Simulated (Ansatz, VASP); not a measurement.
**One calculation of PtC, two programs**

The input INCAR:

```
PREC = Accurate
ENCUT = 600
EDIFF = 1E-7
ISMEAR = 0
SIGMA = 0.1
LREAL = False
LASPH = True
NELM = 100
ALGO = Normal
ISIF = 3
LWAVE = False
LCHARG = False
GGA = PE
IBRION = 2
NSW = 100
EDIFFG = -0.01
```

The input KPOINTS:

```
regular mesh
0
Gamma
  20 20 20
```

POSCAR

```
PtC
1.0
    0.0000000000      2.3612543730      2.3612543730
    2.3612543730      0.0000000000      2.3612543730
    2.3612543730      2.3612543730      0.0000000000
Pt C
1 1
Direct
    0.0000000000      0.0000000000      0.0000000000
    0.2500000000      0.2500000000      0.2500000000
```

Input for Ansatz:

```yaml
crystal:
  lattice:
    - [0.0, 2.361254373, 2.361254373]
    - [2.361254373, 0.0, 2.361254373]
    - [2.361254373, 2.361254373, 0.0]
  atoms:
    - { symbol: Pt, position: [0.0, 0.0, 0.0] }
    - { symbol: C, position: [0.25, 0.25, 0.25] }
basis:
  ecutwfc: 420
kpoints:
  mp_grid: { grid: [20, 20, 20] }
hamiltonian:
  xc: pbe
scf:
  occupations: { method: gaussian, width: 0.1 }
output:
  forces: true
  stress: true
  eigenvalues: true
  write_density: true
  write_potential: true
  elf: true
  volumetric_format: npy
relax:
  adjacent_minimum: "off"
  f_tol: 0.01
  max_steps: 80
  cell: { stress_tol: 0.05 }
```

Alike in both runs: task relaxation of cell and atoms; functional PBE; k mesh 20 × 20 × 20; occupations gaussian, width 0.1 eV; no spin polarisation.

|  | VASP | Ansatz |
| --- | --- | --- |
| version | VASP 6.6.1 | Ansatz 0.2.0 |
| potentials or method | VASP PAW PBE potentials, release 64 (Pt, C), cutoff 600 eV | scalar-relativistic, plane waves, PAW |
| valence electrons in the cell | 14 | 22 |

```csv
,VASP,Ansatz,Ansatz less VASP
"gap on the k mesh at the Fermi level, each at its own relaxed structure (eV)",none,none,-
relaxed volume (Å³/atom),13.14,13.13,-0.010
relaxed cell length with the largest relative difference (Å),3.337,3.336,-0.0008
```

A gap of «none» marks a metal or a gap that the smearing closes. VASP's potentials hold 14 valence electrons a cell and Ansatz's 22, so a difference there can come from the potentials and not from the codes.

Neither program's run includes spin-orbit coupling.
